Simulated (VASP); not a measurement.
# Al (Fm-3m) in VASP: further runs, part 3 of 3

VASP 6.6.1. Earlier steps stand in the parts before.

## 4. Relaxation of volume and atoms at fixed shape, PBE

File INCAR:

```
SYSTEM = Al
PREC = Accurate
ENCUT = 600
EDIFF = 1E-6
ISMEAR = 0
SIGMA = 0.1
LREAL = .FALSE.
LASPH = .TRUE.
NELM = 60
ALGO = Normal
ISIF = 8
LWAVE = .FALSE.
LCHARG = .FALSE.
GGA = PE
IBRION = 2
NSW = 50
EDIFFG = -0.04
ISYM = 0
```

File KPOINTS:

```
Automatic mesh
0
G
  2 1 1
  0 0 0
```

File POSCAR:

```
Al
1.0
    0.0000000000      2.0194648466      2.0194648466
    2.0194648466      0.0000000000      2.0194648466
    2.0194648466      2.0194648466      0.0000000000
Al
1
Direct
    0.0000000000      0.0000000000      0.0000000000
```

Potentials or basis: VASP PAW PBE potentials, release 64 (Al).

Launch:

```sh
cat potpaw_PBE.64/Al/POTCAR > POTCAR
mpirun -np 1 vasp_std > vasp.out
```

OUTCAR:

```text
SYSTEM = Al
   PREC = Accurate
   ENCUT = 600
   EDIFF = 1E-6
   ISMEAR = 0
   LREAL = .FALSE.
   LASPH = .TRUE.
   NELM = 60
   ISIF = 8
   GGA = PE
   IBRION = 2
   NSW = 50
   EDIFFG = -0.04
   ISYM = 0

 ion  position               nearest neighbor table
   1  0.000  0.000  0.000-

IMPORTANT INFORMATION: All symmetrisations will be switched off!
NOSYMM: (Re-)initialisation of all symmetry stuff for point group C_1.

----------------------------------------------------------------------------------------

                                     Primitive cell

  volume of cell :      16.4717

  direct lattice vectors                    reciprocal lattice vectors
     0.000000000  2.019464847  2.019464847    -0.247590346  0.247590346  0.247590346
     2.019464847  0.000000000  2.019464847     0.247590346 -0.247590346  0.247590346
     2.019464847  2.019464847  0.000000000     0.247590346  0.247590346 -0.247590346

  length of vectors
     2.855954575  2.855954575  2.855954575     0.428839059  0.428839059  0.428839059

  position of ions in fractional coordinates (direct lattice)
     0.000000000  0.000000000  0.000000000

  ion indices of the primitive-cell ions
   primitive index   ion index
                 1           1

----------------------------------------------------------------------------------------

 KPOINTS: Automatic mesh

Automatic generation of k-mesh.
 Grid dimensions read from file:
 generate k-points for:    2    1    1

 Generating k-lattice:

  Cartesian coordinates                     Fractional coordinates (reciprocal lattice)
    -0.123795173  0.123795173  0.123795173     0.500000000  0.000000000  0.000000000
     0.247590346 -0.247590346  0.247590346     0.000000000  1.000000000  0.000000000
     0.247590346  0.247590346 -0.247590346     0.000000000  0.000000000  1.000000000

  Length of vectors
     0.214419529  0.428839059  0.428839059

  Shift w.r.t. Gamma in fractional coordinates (k-lattice)
     0.000000000  0.000000000  0.000000000

 -----------------------------------------------------------------------------
|                                                                             |
|           W    W    AA    RRRRR   N    N  II  N    N   GGGG   !!!           |
|           W    W   A  A   R    R  NN   N  II  NN   N  G    G  !!!           |
|           W    W  A    A  R    R  N N  N  II  N N  N  G       !!!           |
|           W WW W  AAAAAA  RRRRR   N  N N  II  N  N N  G  GGG   !            |
|           WW  WW  A    A  R   R   N   NN  II  N   NN  G    G                |
|           W    W  A    A  R    R  N    N  II  N    N   GGGG   !!!           |
|                                                                             |
|     Your reciprocal lattice and k-lattice belong to different lattice       |
|     classes:                                                                |
|                                                                             |
|        The reciprocal lattice is body-centered cubic,                       |
|        whereas your k-lattice is rhombohedral (trigonal).                   |
|                                                                             |
|     Results are often still useful ...                                      |
|                                                                             |
 -----------------------------------------------------------------------------

 WARNING: IBZKPT: internal override: KBLOWUP is changed to .FALSE.
      ... skipping the blow-up phase ...

 Subroutine IBZKPT returns following result:
 ===========================================

 Found      2 irreducible k-points:

 Following reciprocal coordinates:
            Coordinates               Weight
  0.000000  0.000000  0.000000      1.000000
  0.500000  0.000000  0.000000      1.000000
   k-points           NKPTS =      2   k-points in BZ     NKDIM =      2   number of bands    NBANDS=      5
   number of dos      NEDOS =    301   number of ions     NIONS =      1
   total plane-waves  NPLWV =  13824
   dimension x,y,z NGX =    24 NGY =   24 NGZ =   24
   dimension x,y,z NGXF=    48 NGYF=   48 NGZF=   48
   ions per type =               1
   NGX,Y,Z   is equivalent  to a cutoff of  13.97, 13.97, 13.97 a.u.
   NGXF,Y,Z  is equivalent  to a cutoff of  27.94, 27.94, 27.94 a.u.
 SYSTEM =  Al
   PREC   = accura    normal or accurate (medium, high low for compatibility)
   ISTART =      0    job   : 0-new  1-cont  2-samecut
   ICHARG =      2    charge: 1-file 2-atom 10-const
   ISPIN  =      1    spin polarized calculation?
   LNONCOLLINEAR =      F non collinear calculations
   LSORBIT =      F    spin-orbit coupling
   LASPH  =      T    aspherical Exc in radial PAW
   ENCUT  =  600.0 eV  44.10 Ry    6.64 a.u.   5.70  5.70  5.70*2*pi/ulx,y,z
   NELM   =     60;   NELMIN=  2; NELMDL= -5     # of ELM steps
   EDIFF  = 0.1E-05   stopping-criterion for ELM
   LREAL  =      F    real-space projection
   EDIFFG = -.4E-01   stopping-criterion for IOM
   NSW    =     50    number of steps for IOM
   IBRION =      2    ionic relax: 0-MD 1-quasi-New 2-CG
   NFREE  =      1    steps in history (QN), initial steepest desc. (CG)
   ISIF   =      8    stress and relaxation
   ISYM   =      0    0-nonsym 1-usesym 2-fastsym
   POTIM  = 0.5000    time-step for ionic-motion
   TEBEG  =    0.0;   TEEND  =   0.0 temperature during run
   PSTRESS=    0.0 pullay stress
   NELECT =       3.0000    total number of electrons
   NUPDOWN=      -1.0000    fix difference up-down
   EMIN   =  10.00;   EMAX   =-10.00  energy-range for DOS
   EFERMI =   0.00;   METHOD = LEGACY
   ISMEAR =     0;   SIGMA  =   0.10  broadening in eV -4-tet -1-fermi 0-gaus
   EFERMI_NEDOS =   21; number of points for ismear=-14 and -15
   IALGO  =     38    algorithm
   IMIX   =      4    mixing-type and parameters
     AMIX     =   0.40;   BMIX     =  1.00
     AMIX_MAG =   1.60;   BMIX_MAG =  1.00
  volume/ion in A,a.u.               =      16.47       111.16
  Fermi-wavevector in a.u.,A,eV,Ry     =   0.927974  1.753616 11.716453  0.861135
  Thomas-Fermi vector in A             =   2.054101
   LORBIT       =      0    0 simple, 1 ext, 2 COOP (PROOUT), +10 PAW based schemes
   GGA     = PE    functional components
   LHFCALC =     F    Hartree Fock is set to
   AEXX    =    0.0000 exact exchange contribution
   IVDW    =     0    specifies the selected vdW correction
   LEPSILON=     F    determine dielectric tensor
   LRPA    =     F    only Hartree local field effects (RPA)
 conjugate gradient relaxation of ions
 non-spin polarized calculation
 Gauss-broadening in eV      SIGMA  =   0.10
  energy-cutoff  :      600.00
  volume of cell :       16.47
 maximum number of plane-waves:       568
 NGX is ok and might be reduce to    24

--------------------------------------- Ionic step        1  -------------------------------------------

 number of electron       3.0000000 magnetization

 Free energy of the ion-electron system (eV)
  ---------------------------------------------------
  ext. energy  EPLUGINS =         0.00000000
  ---------------------------------------------------
  free energy    TOTEN  =       -10.58385772 eV

  energy without entropy =      -10.58385772  energy(sigma->0) =      -10.58385772

------------------------ aborting loop because EDIFF is reached ----------------------------------------

  FORCE on cell =-STRESS in cart. coord.  units (eV):
  Direction    XX          YY          ZZ          XY          YZ          ZX
  --------------------------------------------------------------------------------------
  -------------------------------------------------------------------------------------
  Total       -3.9095896     -3.9095881     -3.9095896     -8.8121534      8.8121529     -8.8121533
  in kB     -380.2794598   -380.2793082   -380.2794577   -857.1439051    857.1438585   -857.1439012
  external PRESSURE =    -380.2794086 kB  Pullay stress =       0.0000000 kB
[... 22 lines left out ...]
--------------------------------------- Ionic step        2  -------------------------------------------

 number of electron       3.0000000 magnetization

 E-fermi :  11.5901     XC(G=0): -12.7298

 val. band max:       11.0741518826   @ k =   0.5000   0.0000   0.0000
 cond. band min:      31.2340471177   @ k =   0.5000   0.0000   0.0000
 fundamental gap:     20.1598952351
 Fermi energy:        11.5900503545

 k-point     1 :       0.0000    0.0000    0.0000
  band No.  band energies     occupation
      1       0.2460      2.00000
      2      33.0656      0.00000
      3      33.1085      0.00000
      4      33.1085      0.00000
      5      38.2415      0.00000
[... 180 lines left out ...]
--------------------------------------- Ionic step        7  -------------------------------------------

 number of electron       3.0000000 magnetization

 Free energy of the ion-electron system (eV)
  ---------------------------------------------------
  ext. energy  EPLUGINS =         0.00000000
  ---------------------------------------------------
  free energy    TOTEN  =       -11.33472716 eV

  energy without entropy =      -11.33472716  energy(sigma->0) =      -11.33472716

 E-fermi :   7.7431     XC(G=0): -11.5226

 val. band max:        7.2886277800   @ k =   0.5000   0.0000   0.0000
 cond. band min:      25.3595942331   @ k =   0.5000   0.0000   0.0000
 fundamental gap:     18.0709664532
 Fermi energy:         7.7431321918

 k-point     1 :       0.0000    0.0000    0.0000
  band No.  band energies     occupation
      1      -1.6145      2.00000
      2      26.8341      0.00000
      3      26.8665      0.00000
      4      26.8665      0.00000
      5      31.3469      0.00000
[... 34 lines left out ...]
  FREE ENERGIE OF THE ION-ELECTRON SYSTEM (eV)
  ---------------------------------------------------
  free  energy   TOTEN  =       -11.3347271581 eV

  energy  without entropy=      -11.3347271581  energy(sigma->0) =      -11.33472716

 reached required accuracy - stopping structural energy minimisation
```

Run time: 4.9 s. Hardware: 1 thread of AMD EPYC 7R13 (Zen 3), shared host; peak memory 0.1 GiB.

What came out:

```
Free energy                            : -11.3347 eV
Relaxed volume                         : 11.67 Å³/atom
Relaxed cell                           : a = 2.546 Å, b = 2.546 Å, c = 2.546 Å, α = 60.00°, β = 60.00°, γ = 60.00°
Space group after relaxing (to 0.05 Å) : Fm-3m (No. 225)
Energy gained by relaxing              : 750.9 meV/atom
Ionic steps                            : 7
Pressure after relaxing                : 0.0 GPa
```

The path:
```
step  energy change (eV)  largest force (eV/Å)  pressure (GPa)  volume (Å³)
   1              0.0000                0.0000          -38.03        16.47
   2             -0.0191                0.0000          102.70         8.80
   3             -0.7487                0.0000           -3.46        11.86
   4             -0.7507                0.0000           -0.93        11.72
   5             -0.7508                0.0000            0.60        11.63
   6             -0.7508                0.0000           -0.62        11.70
   7             -0.7509                0.0000            0.01        11.67
```

Final structure:
```
Al
1.0
     0.00000    1.80011    1.80011
     1.80011    0.00000    1.80011
     1.80011    1.80011    0.00000
Al
1
Cartesian
  1.8001 3.6002 1.8001
```

Caveat: the k points lie up to 3.02 Å⁻¹ apart in the final cell; the volume moved by over 15 % at a fixed basis, so the end points are rough.

## 5. Single point, PBE

File INCAR:

```
SYSTEM = Al
ALGO = Normal ; EDIFF = 1E-7
ENCUT = 520 ; GGA = PE
ISIF = 2 ; ISMEAR = 0
LASPH = .TRUE. ; LCHARG = .FALSE.
LREAL = .FALSE. ; LWAVE = .FALSE.
NBANDS = 8 ; NELM = 100
PREC = Accurate ; SIGMA = 0.1
```

File KPOINTS:

```
k-points
0
G
  10 10 10
  0 0 0
```

POSCAR is that of step 4.

Launch:

```sh
cat potpaw_PBE.64/Al/POTCAR > POTCAR
mpirun -np 1 vasp_std > vasp.out
```

Run time: 6.4 s. Hardware: 1 thread of AMD EPYC 7R13 (Zen 3), shared host; peak memory 0.1 GiB.

The run converged. Its results:

- Free energy: -3.7279 eV
- Pressure: -0.1 GPa

Levels at points of the mesh, in eV from the Fermi level:
| k point | band 1 | band 2 | band 3 | band 4 | band 5 | band 6 |
| --- | --- | --- | --- | --- | --- | --- |
| (0.00, 0.00, 0.00) | -11.28 | 12.49 | 12.49 | 12.49 | 14.00 | 14.00 |
| (0.50, 0.00, 0.00) | -4.73 | -4.52 | 11.29 | 11.29 | 11.34 | 11.34 |
| (0.50, 0.50, 0.00) | -3.06 | -1.73 | 5.12 | 5.47 | 5.47 | 8.95 |

## 6. Overview

```csv
task,level,potentials or basis,cell,k mesh,cutoff (eV),smearing,gap on the mesh (eV),pressure (GPa)
single point,LDA,"VASP PAW LDA potentials, release 64 (Al)",as given,3 × 3 × 3,520,tetrahedron,none,-5.6
single point,RPBE,"VASP PAW PBE potentials, release 64 (Al)",as given,"4 × 4 × 4, shifted",520,gaussian 0.1 eV,none,1.6
relaxation of volume and atoms at fixed shape,PBE,"VASP PAW PBE potentials, release 64 (Al)",relaxed,2 × 1 × 1,600,gaussian 0.1 eV,none,0.0
single point,PBE,"VASP PAW PBE potentials, release 64 (Al)",as given,10 × 10 × 10,520,gaussian 0.1 eV,none,-0.1
```

Alike in all rows: no spin polarisation.

Caveats: some runs use coarse meshes; the PAW data sets were made with another functional, which shifts forces and pressure a little (some runs); the volume moved by over 15 % at a fixed basis, so the end points are rough (some runs).

Total energies depend on the potentials used, so only differences within one code and one set of settings carry meaning.
